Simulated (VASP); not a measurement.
Here is a VASP 6.6.1 calculation.

POSCAR

```
BaTiO3
1.0
    4.0214021400      0.0000000000      0.0000000000
    0.0000000000      4.0214021400      0.0000000000
    0.0000000000      0.0000000000      4.0449344000
Ba Ti O
1 1 3
Direct
    0.0000000000      0.0000000000      0.0000000000
    0.5000000000      0.5000000000      0.5021000000
    0.5000000000      0.5000000000      0.9847000000
    0.5000000000      0.0000000000      0.5130000000
    0.0000000000      0.5000000000      0.5130000000
```

Contents of INCAR.step1:

```
SYSTEM = BaTiO3
PREC     = Accurate       ! precision mode
ENCUT    = 520            ! plane-wave cutoff, eV
ISMEAR   = -1             ! smearing method
SIGMA    = 0.1            ! smearing width, eV
LREAL    = .FALSE.        ! projectors in reciprocal space
LASPH    = .TRUE.         ! aspherical terms in the spheres
NELM     = 60             ! most SCF steps
NBANDS   = 28             ! bands
GGA      = PE             ! functional
ALGO     = Normal         ! electronic algorithm
EDIFF    = 1E-4           ! SCF threshold, eV
LWAVE    = .TRUE.         ! write WAVECAR
LCHARG   = .FALSE.        ! write CHGCAR
```

Contents of INCAR.step2:

```
SYSTEM = BaTiO3
PREC     = Accurate       ! precision mode
ENCUT    = 520            ! plane-wave cutoff, eV
EDIFF    = 1E-6           ! SCF threshold, eV
ISMEAR   = -1             ! smearing method
SIGMA    = 0.1            ! smearing width, eV
LREAL    = .FALSE.        ! projectors in reciprocal space
LASPH    = .TRUE.         ! aspherical terms in the spheres
NELM     = 60             ! most SCF steps
ALGO     = Normal         ! electronic algorithm
ISIF     = 2              ! what is computed and relaxed
LWAVE    = .FALSE.        ! write WAVECAR
LCHARG   = .TRUE.         ! write CHGCAR
METAGGA  = R2SCAN         ! meta-GGA
LMIXTAU  = .TRUE.       
LELF     = .TRUE.         ! ELF
LVHAR    = .TRUE.       
NBANDS   = 28             ! bands
ISTART   = 1
```

Contents of KPOINTS:

```
Automatic mesh
0
G
  6 6 6
  0 0 0
```

Potentials or basis: VASP PAW PBE potentials, release 64 (Ba_sv, Ti_sv, O).

Run with:

```sh
$ cat potpaw_PBE.64/Ba_sv/POTCAR potpaw_PBE.64/Ti_sv/POTCAR potpaw_PBE.64/O/POTCAR > POTCAR
$ cp INCAR.step1 INCAR
$ mpirun -np 1 vasp_std > vasp.out
$ cp INCAR.step2 INCAR
$ mpirun -np 1 vasp_std > vasp.out
```

Task: Predict the band gap on the k mesh.

Result: 2.09 eV, indirect (least direct gap 2.28 eV).

Task: Predict the pressure.

Result: -2.2 GPa.

Task: Estimate the largest force.

Result: 0.679 eV/Å.

Forces in eV/Å, atoms in the order of the input:
```
Ba   0.000  0.000  0.039
Ti   0.000  0.000  0.514
O    0.000  0.000  0.679
O    0.000  0.000 -0.616
O    0.000  0.000 -0.616
```

Caveat: the PAW data sets were made with another functional, which shifts forces and pressure a little; spin-orbit coupling is left out, which moves the levels of the heavy elements. A k mesh can miss the band edges.
